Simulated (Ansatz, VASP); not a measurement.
## LiBr in VASP and in Ansatz

```xyz
2
Lattice="0.0000 2.8094 2.8094 2.8094 0.0000 2.8094 2.8094 2.8094 0.0000" Properties=species:S:1:pos:R:3 pbc="T T T"
Li    0.0000    0.0000    0.0000
Br    2.8094    2.8094    2.8094
```

Alike in both runs: task single point; functional PBE; k mesh 8 × 8 × 8; occupations gaussian, width 0.02 eV; no spin polarisation.

|  | VASP | Ansatz |
| --- | --- | --- |
| version | VASP 6.6.1 | Ansatz 0.2.0 |
| potentials or method | VASP PAW PBE potentials, release 64 (Li_sv, Br), cutoff 750 eV | scalar-relativistic, plane waves, PAW |
| valence electrons in the cell | 10 | 10 |

```tsv
	VASP	Ansatz	Ansatz less VASP
gap on the k mesh at the Fermi level (eV)	4.68	4.68	-0.003
least direct gap on the mesh (eV)	4.68	4.68	-0.003
pressure (GPa)	-1.4	-1.3	+0.04
```
